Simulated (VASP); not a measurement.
Runs of VASP 6.6.1 on MgH2. The structure is that of space group Fm-3m (No. 225), or close to it. The cells are those of the table. 

```csv
task,level,cell,cutoff (eV),gap on the mesh (eV),pressure (GPa)
single point,PBEsol,"a = 3.343 Å, angles 60.0°, 3 atoms",520,none,-0.3
single point,PBEsol,"a = 3.309 Å, angles 60.0°, 3 atoms",520,none,1.7
single point,PBEsol,"a = 3.200 Å, angles 60.0°, 3 atoms",520,none,(a)
relaxation of cell and atoms,PBEsol,"relaxed to 2 GPa from a = 3.367 Å, angles 60.0°, 3 atoms",600,none,1.9
single point,PBE,"a = 3.367 Å, angles 60.0°, 3 atoms",520,none,-0.5
```

Alike in all rows: potentials or basis VASP PAW PBE potentials, release 64 (Mg, H); no spin polarisation; k mesh 10 × 10 × 10; smearing fermi-dirac 0.05 eV.

**Question.** Fill in the values left out.

**Answer.** (a) 9.7.

Caveats: the PAW data sets were made with another functional, which shifts forces and pressure a little (some runs); the cell is relaxed towards a set pressure, so the enthalpy falls and the energy may rise (some runs).

A gap of «none» marks levels without a gap at the run's occupations.
